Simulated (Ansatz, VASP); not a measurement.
CoCl2O2 in VASP and in Ansatz

Contents of INCAR:

```
  PREC = Accurate
  ENCUT = 520
  EDIFF = 1E-7
  ISMEAR = -1
  SIGMA = 0.05
  LREAL = F
  LASPH = T
  NELM = 80
  ALGO = Normal
  ISIF = 2
  LWAVE = F
  LCHARG = F
  GGA = PE
  NBANDS = 26
```

Contents of KPOINTS:

```
Automatic mesh
0
Gamma
  5 5 8
```

POSCAR

```
CoCl2O2
1.0
    3.5808710000     -3.9269530000      0.0000000000
    3.5808710000      3.9269530000      0.0000000000
   -0.4203970000      0.0000000000      3.4576140000
Co Cl O
1 2 2
Direct
    0.0000000000      0.0000000000      0.0000000000
    0.7655230000      0.7655230000      0.4279410000
    0.2344770000      0.2344770000      0.5720590000
    0.7918370000      0.2081630000      0.0000000000
    0.2081630000      0.7918370000      0.0000000000
```

input.yaml

```yaml
crystal:
  lattice:
    - [3.580871, -3.926953, 0.0]
    - [3.580871, 3.926953, 0.0]
    - [-0.420397, 0.0, 3.457614]
  atoms:
    - { symbol: Co, position: [0.0, 0.0, 0.0] }
    - { symbol: Cl, position: [0.765523, 0.765523, 0.427941] }
    - { symbol: Cl, position: [0.234477, 0.234477, 0.572059] }
    - { symbol: O, position: [0.791837, 0.208163, 0.0] }
    - { symbol: O, position: [0.208163, 0.791837, 0.0] }
hamiltonian:
  xc: pbe
  pseudopotentials: { kind: paw }
kpoints:
  mp_grid: { grid: [5, 5, 8] }
scf:
  occupations: { method: fermi_dirac, width: 0.05 }
output:
  forces: true
  stress: true
  eigenvalues: true
```

Alike in both runs: task single point; functional PBE; k mesh 5 × 5 × 8; occupations fermi-dirac, width 0.05 eV; no spin polarisation.

|  | VASP | Ansatz |
| --- | --- | --- |
| version | VASP 6.6.1 | Ansatz 0.2.0 |
| potentials or method | VASP PAW PBE potentials, release 64 (Co, Cl, O) | Ansatz PAW |
| plane-wave cutoff (eV) | 520 | 420 |
| valence electrons in the cell | 35 | 43 |

```tsv
	VASP	Ansatz	Ansatz less VASP
gap on the k mesh at the Fermi level (eV)	none	none	-
pressure (GPa)	-1.9	-1.8	+0.14
traceless stress, the component that is largest in VASP (GPa)	-0.33	-0.67	-0.340
rms of the force components (eV/Å)	0.230	0.245	+0.0147
```

Atom by atom the forces differ by 0.025 eV/Å (rms over components). A gap of «none» marks a metal or a gap that the smearing closes. VASP's potentials hold 35 valence electrons a cell and Ansatz's 43, so a difference there can come from the potentials and not from the codes.
